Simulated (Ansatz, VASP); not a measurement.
# BN in VASP and in Ansatz

```
B N
1.0
     4.29000    0.00000    0.00000
     0.00000    4.29000    0.00000
     0.00000    0.00000    2.77860
B N
4 4
Direct
  0.17428 0.82572 0.50000
  0.32572 0.32572 0.00000
  0.67428 0.67428 0.00000
  0.82572 0.17428 0.50000
  0.81261 0.81261 0.50000
  0.31261 0.68739 0.00000
  0.68739 0.31261 0.00000
  0.18739 0.18739 0.50000
```

Alike in both runs: task single point; functional PBE; k mesh 6 × 6 × 10; occupations gaussian, width 0.05 eV; no spin polarisation.

|  | VASP | Ansatz |
| --- | --- | --- |
| version | VASP 6.6.1 | Ansatz 0.2.0 |
| potentials or method | VASP PAW PBE potentials, release 64 (B, N), cutoff 520 eV | scalar-relativistic, plane waves, PAW |
| valence electrons in the cell | 32 | 32 |

Ansatz gave:

| Quantity | Value |
| --- | --- |
| gap on the k mesh at the Fermi level (eV) | 4.12 |
| least direct gap on the mesh (eV) | 4.12 |
| pressure (GPa) | -7.2 |
| traceless stress, the component that is largest in VASP (GPa) | -56.04 |
| rms of the force components (eV/Å) | 0.432 |

Which values does VASP return?

gap on the k mesh at the Fermi level (eV): 4.12; least direct gap on the mesh (eV): 4.12; pressure (GPa): -6.9; traceless stress, the component that is largest in VASP (GPa): -56.43; rms of the force components (eV/Å): 0.449.

Atom by atom the forces differ by 0.021 eV/Å (rms over components).
